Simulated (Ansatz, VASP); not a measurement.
## WC: VASP beside Ansatz

File INCAR:

```
SYSTEM = WC
PREC     = Accurate       ! precision mode
ENCUT    = 520            ! plane-wave cutoff, eV
EDIFF    = 1E-6           ! SCF threshold, eV
ISMEAR   = 0              ! smearing method
SIGMA    = 0.15           ! smearing width, eV
LREAL    = .False.        ! projectors in reciprocal space
LASPH    = .True.         ! aspherical terms in the spheres
NELM     = 80             ! most SCF steps
ALGO     = Normal         ! electronic algorithm
ISIF     = 2              ! what is computed and relaxed
LWAVE    = .False.        ! write WAVECAR
LCHARG   = .True.         ! write CHGCAR
GGA      = PS             ! functional
LELF     = .True.         ! ELF
LVHAR    = .True.       
NBANDS   = 16             ! bands
```

The input KPOINTS:

```
regular mesh
0
Gamma
  18 18 18
  0 0 0
```

Contents of POSCAR:

```
WC
1.0
    0.0000000000      2.1926840000      2.1926840000
    2.1926840000      0.0000000000      2.1926840000
    2.1926840000      2.1926840000      0.0000000000
W C
1 1
Direct
   -0.0483726872      0.0000000000      0.0000000000
    0.5000000000      0.5000000000      0.5000000000
```

Input for Ansatz:

```yaml
crystal:
  lattice:
    - [0.0, 2.192684, 2.192684]
    - [2.192684, 0.0, 2.192684]
    - [2.192684, 2.192684, 0.0]
  atoms:
    - { symbol: W, position: [-0.0483726872, 0.0, 0.0] }
    - { symbol: C, position: [0.5, 0.5, 0.5] }
basis:
  ecutwfc: 420
kpoints:
  mp_grid: { grid: [18, 18, 18] }
hamiltonian:
  xc: pbesol
scf:
  occupations: { method: gaussian, width: 0.15 }
output:
  forces: true
  stress: true
  eigenvalues: true
```

Change from the starting cell: all W atoms moved +0.150 Å, as atom 1 towards its neighbour atom 1 (W) at 3.101 Å.

Alike in both runs: task single point; functional PBEsol; k mesh 18 × 18 × 18; occupations gaussian, width 0.15 eV; no spin polarisation.

```csv
,VASP,Ansatz
version,VASP 6.6.1,Ansatz 0.2.0
potentials or method,"VASP PAW PBE potentials, release 64 (W_sv, C), cutoff 520 eV","scalar-relativistic, plane waves, PAW"
valence electrons in the cell,18,18
```

Ansatz gave:

| Property | Result |
| --- | --- |
| gap on the k mesh at the Fermi level (eV) | none |
| pressure (GPa) | -6.6 |
| traceless stress, the component that is largest in VASP (GPa) | -3.84 |
| rms of the force components (eV/Å) | 0.628 |

**Question.** Which values does VASP return?

**Answer.** gap on the k mesh at the Fermi level (eV): none; pressure (GPa): -5.6; traceless stress, the component that is largest in VASP (GPa): -3.88; rms of the force components (eV/Å): 0.637.

VASP's potentials were made for PBE, not for PBEsol. Atom by atom the forces differ by 0.009 eV/Å (rms over components). A gap of «none» marks a metal or a gap that the smearing closes. The functional is the same, so the differences come from potentials, cutoffs and numerics.

Neither program's run includes spin-orbit coupling.
